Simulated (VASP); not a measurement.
Set up this calculation in VASP 6.6.1, as the native input.

```yaml
Task: single point
Functional: LDA
Potentials_or_basis: VASP PAW LDA potentials, release 64 (Al, Ga_d, N_h)
Cutoff: 1330 eV
k_mesh: 8 × 8 × 1
Occupations: gaussian, width 0.01 eV
Spin: no spin polarisation
Dipole_correction: no
Further_INCAR_settings: LREAL = Auto; ALGO = Normal; EDIFF = 1e-06; NBANDS = 86
```

The structure of Al2Ga3N5 lies in POSCAR:

```
Al2Ga3N5
1.0
    3.1266937252      0.0000000000      0.0000000000
   -1.5633468626      2.7077961959      0.0000000000
    0.0000000000      0.0000000000     25.3211241003
Al Ga N
4 6 10
Direct
    0.3333333333      0.6666666667      0.6087191967
    0.6666666667      0.3333333333      0.7059969946
    0.3333333333      0.6666666667      0.8032191374
    0.6666666667      0.3333333333      0.9003738815
    0.3333333333      0.6666666667      0.0003311199
    0.6666666667      0.3333333333      0.1020848225
    0.3333333333      0.6666666667      0.2038782448
    0.6666666667      0.3333333333      0.3056708478
    0.3333333333      0.6666666667      0.4074559117
    0.6666666667      0.3333333333      0.5093676898
    0.3333333333      0.6666666667      0.0768735310
    0.6666666667      0.3333333333      0.1786565263
    0.3333333333      0.6666666667      0.2804508706
    0.6666666667      0.3333333333      0.3822444665
    0.3333333333      0.6666666667      0.4840236466
    0.6666666667      0.3333333333      0.5861175833
    0.3333333333      0.6666666667      0.6830337939
    0.6666666667      0.3333333333      0.7802639515
    0.3333333333      0.6666666667      0.8774907554
    0.6666666667      0.3333333333      0.9747274282
```

These files were run (other wordings do the same):

INCAR

```
PREC = Accurate
ENCUT = 1330
EDIFF = 1E-6
ISMEAR = 0
SIGMA = 0.01
LREAL = Auto
LASPH = T
NELM = 120
ALGO = Normal
ISIF = 2
LWAVE = F
LCHARG = F
GGA = CA
NBANDS = 86
GGA_COMPAT = F
```

KPOINTS

```
Automatic mesh
0
Gamma
  8 8 1
```

Potentials or basis: VASP PAW LDA potentials, release 64 (Al, Ga_d, N_h).

Launch:

```console
$ cat potpaw_LDA.64/Al/POTCAR potpaw_LDA.64/Ga_d/POTCAR potpaw_LDA.64/N_h/POTCAR > POTCAR
$ mpirun -np 1 vasp_std > vasp.out
```

It gave:

* Pressure: 0.8 GPa
* Largest force: 0.024 eV/Å
* Band gap on the k mesh: 2.40 eV

Wall time 20 min on 1 thread of Intel(R) Xeon(R) 6975P-C (Granite Rapids), with other jobs on the host, peak memory 0.94 GiB.
